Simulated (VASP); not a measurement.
**HgTe: single point with PBE**

Crystal: HgTe.

```xyz
8
Lattice="6.3600 0.0000 0.0000 0.0000 6.3600 0.0000 0.0000 0.0000 6.3600" Properties=species:S:1:pos:R:3 pbc="T T T"
Hg    1.3417    5.0183    1.3417
Hg    5.0183    1.3417    1.3417
Hg    5.0183    5.0183    5.0183
Hg    1.3417    1.3417    5.0183
Te    4.9338    1.4262    4.9338
Te    1.4262    4.9338    4.9338
Te    1.4262    1.4262    1.4262
Te    4.9338    4.9338    1.4262
```

```yaml
Program: VASP 6.6.1
Task: single point
Functional: PBE
Potentials_or_basis: VASP PAW PBE potentials, release 64 (Hg, Te)
Cutoff: 520 eV
k_mesh: 4 × 4 × 4
Occupations: gaussian, width 0.1 eV
Spin: no spin polarisation
Dipole_correction: no
Further_INCAR_settings: ALGO = Normal; EDIFF = 1e-06; NBANDS = 46
```

```json
{
 "Pressure": "4.6 GPa",
 "Largest force": "2.456 eV/Å",
 "Band gap on the k mesh": "zero (bands 36 and 37 overlap by 1.05 eV)"
}
```

Forces in eV/Å, atoms in the order of the input:
```
Hg   0.738 -0.738  0.738
Hg  -0.738  0.738  0.738
Hg  -0.738 -0.738 -0.738
Hg   0.738  0.738 -0.738
Te  -1.418  1.418 -1.418
Te   1.418 -1.418 -1.418
Te   1.418  1.418  1.418
Te  -1.418 -1.418  1.418
```

Levels at points of the mesh, in eV from the Fermi level:
| k point | band 34 | band 35 | band 36 | band 37 | band 38 | band 39 |
| --- | --- | --- | --- | --- | --- | --- |
| (0.00, 0.00, 0.00) | -1.30 | -1.30 | -1.30 | -0.96 | 0.08 | 0.08 |
| (0.50, 0.00, 0.00) | -1.38 | -0.65 | -0.65 | 0.40 | 1.27 | 1.50 |
| (0.50, 0.50, 0.00) | -0.08 | -0.08 | 0.09 | 1.14 | 2.03 | 2.03 |
| (0.50, 0.50, 0.50) | 0.08 | 0.08 | 0.08 | 1.59 | 2.59 | 2.59 |

It took 64 s on 1 thread of Intel(R) Xeon(R) 6975P-C (Granite Rapids), on a shared host, peak memory 0.36 GiB.

Caveat: the cell stands under pressure; spin-orbit coupling is left out, which moves the levels of the heavy elements; forces of over 1 eV/Å act on the atoms, so gaps and moduli don't describe the material at rest.
